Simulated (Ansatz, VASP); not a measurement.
**Two plane-wave programs on Bi**

File POSCAR:

```
Bi
1.0
    2.2672586491      1.3090023913      4.1166667488
   -2.2672586491      1.3090023913      4.1166667488
    0.0000000000     -2.6180047827      4.1166667487
Bi
2
Direct
    0.2317091399      0.2317091399      0.2317091399
    0.7682908601      0.7682908601      0.7682908601
```

INCAR.step1

```
  PREC = Accurate
  ENCUT = 520
  ISMEAR = -1
  SIGMA = 0.01
  LREAL = False
  LASPH = True
  NELM = 100
  NBANDS = 22
  GGA = PE
  ALGO = Normal
  EDIFF = 1E-4
  LWAVE = True
  LCHARG = False
```

Contents of INCAR.step2:

```
  PREC = Accurate
  ENCUT = 520
  EDIFF = 1E-6
  ISMEAR = -1
  SIGMA = 0.01
  LREAL = False
  LASPH = True
  NELM = 100
  ALGO = Normal
  ISIF = 2
  LWAVE = False
  LCHARG = False
  METAGGA = R2SCAN
  LMIXTAU = True
  NBANDS = 22
  ISTART = 1
```

Contents of KPOINTS:

```
regular mesh
0
Gamma
  9 9 9
```

Input for Ansatz:

```yaml
crystal:
  lattice:
    - [2.2672586491, 1.3090023913, 4.1166667488]
    - [-2.2672586491, 1.3090023913, 4.1166667488]
    - [0.0, -2.6180047827, 4.1166667487]
  atoms:
    - { symbol: Bi, position: [0.2317091399, 0.2317091399, 0.2317091399] }
    - { symbol: Bi, position: [0.7682908601, 0.7682908601, 0.7682908601] }
hamiltonian:
  xc: r2scan
  pseudopotentials:
    kind: paw
    azcp:
      Bi: "pseudopotentials/Bi.paw.azcp"
basis:
  ecutwfc: 500
  fft_grid_basis: typed
kpoints:
  mp_grid: { grid: [9, 9, 9], shift: [0, 0, 0] }
magnetization:
  spin_polarized: false
scf:
  occupations: { method: fermi_dirac, width: 0.01 }
  lower_state_search: "off"
output:
  stress: true
```

Alike in both runs: task single point; functional r2SCAN; k mesh 9 × 9 × 9; occupations fermi-dirac, width 0.01 eV; no spin polarisation.

```csv
,VASP,Ansatz
version,VASP 6.6.1,Ansatz 0.2.0
potentials or method,"VASP PAW PBE potentials, release 64 (Bi_d), cutoff 520 eV","plane waves (500 eV) with PAW, scalar-relativistic"
valence electrons in the cell,30,30
```

```csv
,VASP,Ansatz,Ansatz less VASP
pressure (GPa),0.0,0.0,+0.05
"traceless stress, the component that is largest in VASP (GPa)",-0.06,-0.06,-0.001
```

VASP's potentials were made for PBE, not for r2SCAN.

Neither program's run includes spin-orbit coupling.
